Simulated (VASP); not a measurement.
Input of a VASP 6.6.1 run:

INCAR

```
ALGO = Normal
EDIFF = 1E-7
ENCUT = 520
GGA = PE
ISIF = 2
ISMEAR = 0
LASPH = True
LCHARG = False
LREAL = False
LWAVE = False
NBANDS = 12
NELM = 100
PREC = Accurate
SIGMA = 0.01
```

File KPOINTS:

```
k-points
0
Gamma
  6 6 6
```

Contents of POSCAR:

```
Cu
1.0
    0.0000000000      1.8193753129      1.8193753129
    1.8193753129      0.0000000000      1.8193753129
    1.8193753129      1.8193753129      0.0000000000
Cu
1
Direct
    0.0000000000      0.0000000000      0.0000000000
```

Potentials or basis: VASP PAW PBE potentials, release 64 (Cu).

Launch:

```sh
$ cat potpaw_PBE.64/Cu/POTCAR > POTCAR
$ mpirun -np 1 vasp_std > vasp.out
```

Q: What does it give for the pressure?

A: 0.6 GPa.

Caveat: the k points lie up to 0.50 Å⁻¹ apart.
